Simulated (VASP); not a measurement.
# BAs (so) (F-43m) in VASP: notebook

The runs below take BAs (so) through single point, with PBEsol.

Program: VASP 6.6.1. These are calculated values, not measurements. Logs are shortened: lines on timing, memory, paths and dates and some standing lists are left out, and cuts for length are marked.

## (1) The cell of the first run

It takes space group F-43m (No. 216, cubic). Conventional cell: a = 4.768 Å, b = 4.768 Å, c = 4.768 Å, α = 90.00°, β = 90.00°, γ = 90.00°. Within 2.7 Å of B (site symmetry -43m) lie 4 As at 2.06 Å. As (site symmetry -43m) has 4 B at 2.06 Å within 2.7 Å.

## (2) Single point, PBEsol, non-collinear spin, zero start, spin-orbit coupling

Input file INCAR:

```
  PREC = Accurate
  ENCUT = 520
  EDIFF = 1E-6
  ISMEAR = 0
  SIGMA = 0.01
  LREAL = F
  LASPH = T
  NELM = 150
  ALGO = Normal
  ISIF = 2
  LWAVE = F
  LCHARG = F
  MAGMOM = 0 0 0 0 0 0
  LORBIT = 11
  LSORBIT = T
  GGA_COMPAT = F
  LORBMOM = T
  GGA = PS
  NBANDS = 20
```

Input file KPOINTS:

```
regular mesh
0
Gamma
  8 8 8
```

Input file POSCAR:

```
BAs
1.0
    0.0000000000      2.3838694125      2.3838694125
    2.3838694125      0.0000000000      2.3838694125
    2.3838694125      2.3838694125      0.0000000000
B As
1 1
Direct
    0.0000000000      0.0000000000      0.0000000000
    0.2500000000      0.2500000000      0.2500000000
```

Potentials or basis: VASP PAW PBE potentials, release 64 (B, As).

Started as:

```bash
> cat potpaw_PBE.64/B/POTCAR potpaw_PBE.64/As/POTCAR > POTCAR
> mpirun -np 1 vasp_ncl > vasp.out
```

OUTCAR:

```text
PREC = Accurate
   ENCUT = 520
   EDIFF = 1E-6
   ISMEAR = 0
   LREAL = F
   LASPH = T
   NELM = 150
   ISIF = 2
   LORBIT = 11
   LSORBIT = T
   GGA = PS

 ion  position               nearest neighbor table
   1  0.000  0.000  0.000-   2 2.06   2 2.06   2 2.06   2 2.06
   2  0.250  0.250  0.250-   1 2.06   1 2.06   1 2.06   1 2.06

  LATTYP: Found a face centered cubic cell.
 ALAT       =     4.7677388250

  Lattice vectors:

 A1 = (   0.0000000000,   2.3838694125,   2.3838694125)
 A2 = (   2.3838694125,   0.0000000000,   2.3838694125)
 A3 = (   2.3838694125,   2.3838694125,   0.0000000000)

Analysis of symmetry for initial positions (statically):
=====================================================================
 Subroutine PRICEL returns:
 Original cell was already a primitive cell.

 Routine SETGRP: Setting up the symmetry group for a
 face centered cubic supercell.

 Subroutine GETGRP returns: Found 24 space group operations
 (whereof 24 operations were pure point group operations)
 out of a pool of 48 trial point group operations.

The static configuration has the point symmetry T_d .

Analysis of symmetry for dynamics (positions and initial velocities):
=====================================================================
 Subroutine PRICEL returns:
 Original cell was already a primitive cell.

 Routine SETGRP: Setting up the symmetry group for a
 face centered cubic supercell.

 Subroutine GETGRP returns: Found 24 space group operations
 (whereof 24 operations were pure point group operations)
 out of a pool of 48 trial point group operations.

The dynamic configuration has the point symmetry T_d .

Analysis of structural, dynamic, and magnetic symmetry:
=====================================================================
 Subroutine PRICEL returns:
 Original cell was already a primitive cell.

 Routine SETGRP: Setting up the symmetry group for a
 face centered cubic supercell.

 Subroutine GETGRP returns: Found 24 space group operations
 (whereof 24 operations were pure point group operations)
 out of a pool of 48 trial point group operations.

The overall configuration has the point symmetry T_d .

 Subroutine INISYM returns: Found 24 space group operations
 (whereof 24 operations are pure point group operations),
 and found     1 'primitive' translations

----------------------------------------------------------------------------------------

                                     Primitive cell

  volume of cell :      27.0943

  direct lattice vectors                    reciprocal lattice vectors
     0.000000000  2.383869413  2.383869413    -0.209743033  0.209743033  0.209743033
     2.383869413  0.000000000  2.383869413     0.209743033 -0.209743033  0.209743033
     2.383869413  2.383869413  0.000000000     0.209743033  0.209743033 -0.209743033

  length of vectors
     3.371300454  3.371300454  3.371300454     0.363285589  0.363285589  0.363285589

  position of ions in fractional coordinates (direct lattice)
     0.000000000  0.000000000  0.000000000
     0.250000000  0.250000000  0.250000000

  ion indices of the primitive-cell ions
   primitive index   ion index
                 1           1
                 2           2

----------------------------------------------------------------------------------------

 KPOINTS: regular mesh

Automatic generation of k-mesh.
 Grid dimensions read from file:
 generate k-points for:    8    8    8

 Generating k-lattice:

  Cartesian coordinates                     Fractional coordinates (reciprocal lattice)
    -0.026217879  0.026217879  0.026217879     0.125000000  0.000000000  0.000000000
     0.026217879 -0.026217879  0.026217879     0.000000000  0.125000000  0.000000000
[... 90 lines left out ...]
  energy-cutoff  :      520.00
  volume of cell :       27.09
 maximum number of plane-waves:      1490
 NGX is ok and might be reduce to    28
   NGX = 13   NGY = 13   NGZ = 13

 number of electron       8.0000000 magnetization       0.0000000      0.0000000      0.0000000

 number of electron       8.0000000 magnetization      -0.0000000     -0.0000000     -0.0000000

 number of electron       8.0000000 magnetization      -0.0000000      0.0000000      0.0000000

 number of electron       8.0000000 magnetization      -0.0000000     -0.0000000      0.0000000

 Free energy of the ion-electron system (eV)
  ---------------------------------------------------
  ext. energy  EPLUGINS =         0.00000000
  ---------------------------------------------------
  free energy    TOTEN  =       -12.21167239 eV

  energy without entropy =      -12.21167239  energy(sigma->0) =      -12.21167239

 E-fermi :   6.2730     XC(G=0): -10.7556

 val. band max:        6.1736865487   @ k =   0.0000   0.0000   0.0000
 cond. band min:       7.1953866552   @ k =   0.3750   0.3750   0.0000
 fundamental gap:      1.0217001065
 Fermi energy:         6.2730179486

 k-point     1 :       0.0000    0.0000    0.0000
  band No.  band energies     occupation
      1      -9.3812      1.00000
      2      -9.3812      1.00000
      3       5.9674      1.00000
      4       5.9674      1.00000
      5       6.1737      1.00000
      6       6.1737      1.00000
[... 541 lines left out ...]
     19      21.0761      0.00000
     20      21.0951      0.00000

 [... further k-points ...]
[... 5 lines left out ...]
  --------------------------------------------------------------------------------------
  -------------------------------------------------------------------------------------
  Total        0.1540419      0.1540419      0.1540419      0.0000000      0.0000000      0.0000000
  in kB        9.1090259      9.1090259      9.1090259      0.0000000      0.0000000      0.0000000
  external PRESSURE =       9.1090259 kB  Pullay stress =       0.0000000 kB

 VOLUME and BASIS-vectors are now :
 -----------------------------------------------------------------------------
  energy-cutoff  :      520.00
  volume of cell :       27.09
      direct lattice vectors                 reciprocal lattice vectors
     0.000000000  2.383869413  2.383869413    -0.209743033  0.209743033  0.209743033
     2.383869413  0.000000000  2.383869413     0.209743033 -0.209743033  0.209743033
     2.383869413  2.383869413  0.000000000     0.209743033  0.209743033 -0.209743033

 POSITION                                       TOTAL-FORCE (eV/Angst)
 -----------------------------------------------------------------------------------
      0.00000      0.00000      0.00000        -0.000000     -0.000000      0.000000
      1.19193      1.19193      1.19193         0.000000      0.000000     -0.000000
 -----------------------------------------------------------------------------------
    total drift:                               -0.000000     -0.000000     -0.000000

  FREE ENERGIE OF THE ION-ELECTRON SYSTEM (eV)
  ---------------------------------------------------
  free  energy   TOTEN  =       -12.2116723887 eV

  energy  without entropy=      -12.2116723887  energy(sigma->0) =      -12.21167239

 orbital moment (x)

 # of ion     p       d       tot
 ----------------------------------------
  1         0.000   0.000   0.000
  2         0.000   0.000   0.000
 ----------------------------------------
            0.000   0.000   0.000

 orbital moment (y)

 # of ion     p       d       tot
 ----------------------------------------
  1        -0.000   0.000  -0.000
  2        -0.000  -0.000  -0.000
 ----------------------------------------
           -0.000  -0.000  -0.000

 orbital moment (z)

 # of ion     p       d       tot
 ----------------------------------------
  1        -0.000   0.000  -0.000
  2        -0.000  -0.000  -0.000
 ----------------------------------------
           -0.000  -0.000  -0.000

 Spin-Orbit-Coupling matrix elements

 Ion:    1  E_soc:     -0.0000095
 l=   1
     0.0000000    -0.0000016    -0.0000016
    -0.0000016     0.0000000    -0.0000016
    -0.0000016    -0.0000016     0.0000000
 l=   2
     0.0000000     0.0000000     0.0000000     0.0000000     0.0000000
     0.0000000     0.0000000     0.0000000     0.0000000     0.0000000
     0.0000000     0.0000000     0.0000000     0.0000000     0.0000000
     0.0000000     0.0000000     0.0000000     0.0000000     0.0000000
     0.0000000     0.0000000     0.0000000     0.0000000     0.0000000
 l=   3
     0.0000000     0.0000000     0.0000000     0.0000000     0.0000000     0.0000000     0.0000000
     0.0000000     0.0000000     0.0000000     0.0000000     0.0000000     0.0000000     0.0000000
     0.0000000     0.0000000     0.0000000     0.0000000     0.0000000     0.0000000     0.0000000
     0.0000000     0.0000000     0.0000000     0.0000000     0.0000000     0.0000000     0.0000000
     0.0000000     0.0000000     0.0000000     0.0000000     0.0000000     0.0000000     0.0000000
     0.0000000     0.0000000     0.0000000     0.0000000     0.0000000     0.0000000     0.0000000
     0.0000000     0.0000000     0.0000000     0.0000000     0.0000000     0.0000000     0.0000000

 Ion:    2  E_soc:     -0.0213469
 l=   1
     0.0000000    -0.0035319    -0.0035319
    -0.0035319     0.0000000    -0.0035319
    -0.0035319    -0.0035319     0.0000000
 l=   2
     0.0000000    -0.0000130     0.0000000    -0.0000130    -0.0000129
    -0.0000130     0.0000000    -0.0000097    -0.0000130    -0.0000032
     0.0000000    -0.0000097     0.0000000    -0.0000097     0.0000000
    -0.0000130    -0.0000130    -0.0000097     0.0000000    -0.0000032
    -0.0000129    -0.0000032     0.0000000    -0.0000032     0.0000000
 l=   3
     0.0000000     0.0000000     0.0000000     0.0000000     0.0000000     0.0000000     0.0000000
     0.0000000     0.0000000     0.0000000     0.0000000     0.0000000     0.0000000     0.0000000
     0.0000000     0.0000000     0.0000000     0.0000000     0.0000000     0.0000000     0.0000000
     0.0000000     0.0000000     0.0000000     0.0000000     0.0000000     0.0000000     0.0000000
     0.0000000     0.0000000     0.0000000     0.0000000     0.0000000     0.0000000     0.0000000
     0.0000000     0.0000000     0.0000000     0.0000000     0.0000000     0.0000000     0.0000000
     0.0000000     0.0000000     0.0000000     0.0000000     0.0000000     0.0000000     0.0000000

 total charge

# of ion       s       p       d       tot
------------------------------------------
    1        0.655   1.177   0.000   1.832
    2        1.174   1.670   0.089   2.933
--------------------------------------------------
tot          1.829   2.847   0.089   4.765

 magnetization (x)

# of ion       s       p       d       tot
------------------------------------------
    1        0.000   0.000   0.000   0.000
    2        0.000  -0.000  -0.000  -0.000
--------------------------------------------------
tot          0.000   0.000  -0.000   0.000

 magnetization (y)

# of ion       s       p       d       tot
------------------------------------------
    1        0.000   0.000   0.000   0.000
    2        0.000   0.000   0.000   0.000
--------------------------------------------------
tot          0.000   0.000   0.000   0.000

 magnetization (z)

# of ion       s       p       d       tot
------------------------------------------
    1        0.000   0.000   0.000   0.000
    2       -0.000  -0.000   0.000   0.000
--------------------------------------------------
tot          0.000   0.000   0.000   0.000
```

Run time: 70 s. Hardware: 1 thread of Intel Xeon Platinum 8375C at 2.90GHz (Ice Lake), shared host; peak memory 0.26 GiB.

What came out:

```
Free energy                                           : -12.2117 eV
Pressure                                              : 0.9 GPa
Net moment                                            : 0.00 μB per cell
Valence electrons inside the program's atomic spheres : B 1.83; As 2.93
```

Moments on the atoms (μB; x, y, z):
```
B   0.00 0.00 0.00
As  0.00 0.00 0.00
```

Caveat: the PAW data sets were made with another functional, which shifts forces and pressure a little.

## (3) Single point, PBEsol, non-collinear spin, zero start, spin-orbit coupling

Input file INCAR:

```
SYSTEM = BAs
PREC = Accurate
ENCUT = 520
EDIFF = 1E-6
ISMEAR = 0
SIGMA = 0.01
LREAL = .FALSE.
LASPH = .TRUE.
NELM = 150
ALGO = Normal
ISIF = 2
LWAVE = .FALSE.
LCHARG = .FALSE.
MAGMOM = 0 0 0 0 0 0
LORBIT = 11
LSORBIT = .TRUE.
GGA_COMPAT = .FALSE.
LORBMOM = .TRUE.
GGA = PS
NBANDS = 20
```

Input file KPOINTS:

```
regular mesh
0
G
  8 8 8
  0 0 0
```

POSCAR is that of step 2.

Potentials or basis: VASP PAW PBE potentials, release 64 (B, As).

Started as:

```bash
> cat potpaw_PBE.64/B/POTCAR potpaw_PBE.64/As/POTCAR > POTCAR
> mpirun -np 1 vasp_ncl > vasp.out
```

OUTCAR:

```text
SYSTEM = BAs
   PREC = Accurate
   ENCUT = 520
   EDIFF = 1E-6
   ISMEAR = 0
   LREAL = .FALSE.
   LASPH = .TRUE.
   NELM = 150
   ISIF = 2
   LORBIT = 11
   LSORBIT = .TRUE.
   GGA = PS

 ion  position               nearest neighbor table
   1  0.000  0.000  0.000-   2 2.06   2 2.06   2 2.06   2 2.06
   2  0.250  0.250  0.250-   1 2.06   1 2.06   1 2.06   1 2.06

  LATTYP: Found a face centered cubic cell.
 ALAT       =     4.7677388250

  Lattice vectors:

[... 848 lines left out ...]
     0.0000000    -0.0000097     0.0000000    -0.0000097     0.0000000
    -0.0000130    -0.0000130    -0.0000097     0.0000000    -0.0000032
    -0.0000129    -0.0000032     0.0000000    -0.0000032     0.0000000
 l=   3
     0.0000000     0.0000000     0.0000000     0.0000000     0.0000000     0.0000000     0.0000000
     0.0000000     0.0000000     0.0000000     0.0000000     0.0000000     0.0000000     0.0000000
     0.0000000     0.0000000     0.0000000     0.0000000     0.0000000     0.0000000     0.0000000
     0.0000000     0.0000000     0.0000000     0.0000000     0.0000000     0.0000000     0.0000000
     0.0000000     0.0000000     0.0000000     0.0000000     0.0000000     0.0000000     0.0000000
     0.0000000     0.0000000     0.0000000     0.0000000     0.0000000     0.0000000     0.0000000
     0.0000000     0.0000000     0.0000000     0.0000000     0.0000000     0.0000000     0.0000000

 total charge

# of ion       s       p       d       tot
------------------------------------------
    1        0.655   1.177   0.000   1.832
    2        1.174   1.670   0.089   2.933
--------------------------------------------------
tot          1.829   2.847   0.089   4.765

 magnetization (x)

# of ion       s       p       d       tot
------------------------------------------
    1        0.000   0.000   0.000   0.000
    2        0.000  -0.000  -0.000  -0.000
--------------------------------------------------
tot          0.000   0.000  -0.000   0.000

 magnetization (y)

# of ion       s       p       d       tot
------------------------------------------
    1        0.000   0.000   0.000   0.000
    2        0.000   0.000   0.000   0.000
--------------------------------------------------
tot          0.000   0.000   0.000   0.000

 magnetization (z)

# of ion       s       p       d       tot
------------------------------------------
    1        0.000   0.000   0.000   0.000
    2       -0.000  -0.000   0.000   0.000
--------------------------------------------------
tot          0.000   0.000   0.000   0.000
```

OSZICAR:

```text
N       E                     dE             d eps       ncg     rms          rms(c)
DAV:   1     0.169339789065E+02    0.16934E+02   -0.32894E+03  1720   0.705E+02
DAV:   2    -0.114839838559E+02   -0.28418E+02   -0.26034E+02  2312   0.132E+02
DAV:   3    -0.128247246998E+02   -0.13407E+01   -0.13253E+01  2116   0.246E+01
DAV:   4    -0.128304479164E+02   -0.57232E-02   -0.57211E-02  2052   0.182E+00
DAV:   5    -0.128304600035E+02   -0.12087E-04   -0.12087E-04  2036   0.923E-02    0.487E+00
DAV:   6    -0.122884433625E+02    0.54202E+00   -0.33322E-01  1944   0.515E+00    0.240E+00
DAV:   7    -0.122212079711E+02    0.67235E-01   -0.13316E-01  2096   0.259E+00    0.935E-01
DAV:   8    -0.122117495638E+02    0.94584E-02   -0.13754E-02  1980   0.883E-01    0.109E-01
DAV:   9    -0.122115998172E+02    0.14975E-03   -0.88729E-04  2008   0.254E-01    0.545E-02
DAV:  10    -0.122116615489E+02   -0.61732E-04   -0.11633E-04  1956   0.718E-02    0.382E-02
DAV:  11    -0.122116721755E+02   -0.10627E-04   -0.77924E-06  2040   0.235E-02    0.121E-02
DAV:  12    -0.122116723887E+02   -0.21315E-06   -0.27608E-07  1380   0.440E-03
   1 F= -.12211672E+02 E0= -.12211672E+02  d E =-.310829E-47  mag=     0.0000     0.0000    -0.0000
```

Run time: 66 s. Hardware: 1 thread of Intel Xeon Platinum 8375C at 2.90GHz (Ice Lake), shared host; peak memory 0.25 GiB.

Results:

```
Free energy                                           : -12.2117 eV
Pressure                                              : 0.9 GPa
Net moment                                            : 0.00 μB per cell
Valence electrons inside the program's atomic spheres : B 1.83; As 2.93
```

Moments on the atoms (μB; x, y, z):
```
B   0.00 0.00 0.00
As  0.00 0.00 0.00
```

Caveat: the PAW data sets were made with another functional, which shifts forces and pressure a little.
